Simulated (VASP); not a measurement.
Wanted: the native input for a VASP 6.6.1 run.

* Task: single point
* Functional: r2SCAN
* Potentials or basis: VASP PAW PBE potentials, release 64 (Sn_d, O)
* Cutoff: 520 eV
* k mesh: 10 × 10 × 10
* Occupations: fermi-dirac, width 0.05 eV
* Spin: no spin polarisation
* Dipole correction: no
* Further INCAR settings: ALGO = Normal; EDIFF = 1e-06; NBANDS = 20

Crystal: SnO2.

```xyz
3
Lattice="1.6049 0.9266 4.3509 -1.6049 0.9266 4.3509 0.0000 -1.8531 4.3509" Properties=species:S:1:pos:R:3 pbc="T T T"
Sn    0.0000    0.0000    6.5264
O     0.0000    0.0000    9.9030
O     0.0000    0.0000    3.1497
```

The input as run:

POSCAR

```
SnO2
1.0
    1.6048568127      0.9265645128      4.3509029880
   -1.6048568127      0.9265645128      4.3509029880
    0.0000000000     -1.8531290256      4.3509029880
Sn O
1 2
Direct
    0.5000000000      0.5000000000      0.5000000000
    0.7586942907      0.7586942907      0.7586942907
    0.2413057093      0.2413057093      0.2413057093
```

INCAR.step1

```
PREC = Accurate
ENCUT = 520
ISMEAR = -1
SIGMA = 0.05
LREAL = False
LASPH = True
NELM = 100
NBANDS = 20
GGA = PE
ALGO = Normal
EDIFF = 1E-4
LWAVE = True
LCHARG = False
```

INCAR.step2

```
PREC = Accurate
ENCUT = 520
EDIFF = 1E-6
ISMEAR = -1
SIGMA = 0.05
LREAL = False
LASPH = True
NELM = 100
ALGO = Normal
ISIF = 2
LWAVE = False
LCHARG = False
METAGGA = R2SCAN
LMIXTAU = True
NBANDS = 20
ISTART = 1
```

KPOINTS

```
regular mesh
0
Gamma
  10 10 10
```

Potentials or basis: VASP PAW PBE potentials, release 64 (Sn_d, O).

Command:

```bash
$ cat potpaw_PBE.64/Sn_d/POTCAR potpaw_PBE.64/O/POTCAR > POTCAR
$ cp INCAR.step1 INCAR
$ mpirun -np 1 vasp_std > vasp.out
$ cp INCAR.step2 INCAR
$ mpirun -np 1 vasp_std > vasp.out
```

It gave:

```yaml
Pressure: 1.2 GPa
Largest_force: 0.086 eV/Å
Band_gap_on_the_k_mesh: 2.44 eV (least direct gap 2.46 eV)
```

Caveat: the PAW data sets were made with another functional, which shifts forces and pressure a little; spin-orbit coupling is left out, which moves the levels of the heavy elements.

It took 5.8 min on 1 thread of Intel(R) Xeon(R) Platinum 8375C CPU @ 2.90GHz (Ice Lake) (shared host), peak memory 0.26 GiB.
